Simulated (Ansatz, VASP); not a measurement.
# Y: VASP beside Ansatz

INCAR

```
SYSTEM = Y
PREC = Accurate ; ENCUT = 520
EDIFF = 1E-6 ; ISMEAR = -1
SIGMA = 0.05 ; LREAL = .FALSE.
LASPH = .TRUE. ; NELM = 80
ALGO = Normal ; ISIF = 2
LWAVE = .FALSE. ; LCHARG = .FALSE.
NBANDS = 12
```

Contents of KPOINTS:

```
Automatic mesh
0
G
  14 14 14
  0 0 0
```

Contents of POSCAR:

```
Y
1.0
   -1.8152472954      1.8152472954      1.8152472954
    1.8152472954     -1.8152472954      1.8152472954
    1.8152472954      1.8152472954     -1.8152472954
Y
1
Direct
    0.0000000000      0.0000000000      0.0000000000
```

Input for Ansatz:

```yaml
crystal:
  lattice:
    - [-1.8152472954, 1.8152472954, 1.8152472954]
    - [1.8152472954, -1.8152472954, 1.8152472954]
    - [1.8152472954, 1.8152472954, -1.8152472954]
  atoms:
    - { symbol: "Y", position: [0.0, 0.0, 0.0] }
kpoints:
  mp_grid: { grid: [14, 14, 14] }
scf:
  occupations: { method: fermi_dirac, width: 0.05 }
hamiltonian:
  xc: lda
  pseudopotentials: { kind: all_electron, lapw: { basis_error: 0.001 } }
output:
  forces: true
  stress: true
  eigenvalues: true
  populations: true
```

Change from the starting cell: volume scaled by 0.8, LAPW.

Alike in both runs: task single point; functional LDA; k mesh 14 × 14 × 14; occupations fermi-dirac, width 0.05 eV; no spin polarisation.

```csv
,VASP,Ansatz
version,VASP 6.6.1,Ansatz 0.2.0
potentials or method,"VASP PAW LDA potentials, release 64 (Y_sv), cutoff 520 eV","all-electron LAPW, scalar-relativistic"
```

```csv
,VASP,Ansatz,Ansatz less VASP
pressure (GPa),13.4,13.7,+0.31
```

LDA's correlation is that of Perdew and Zunger in VASP and of Perdew and Wang (1992) in Ansatz. Ansatz ran all-electron here, and VASP with PAW potentials.
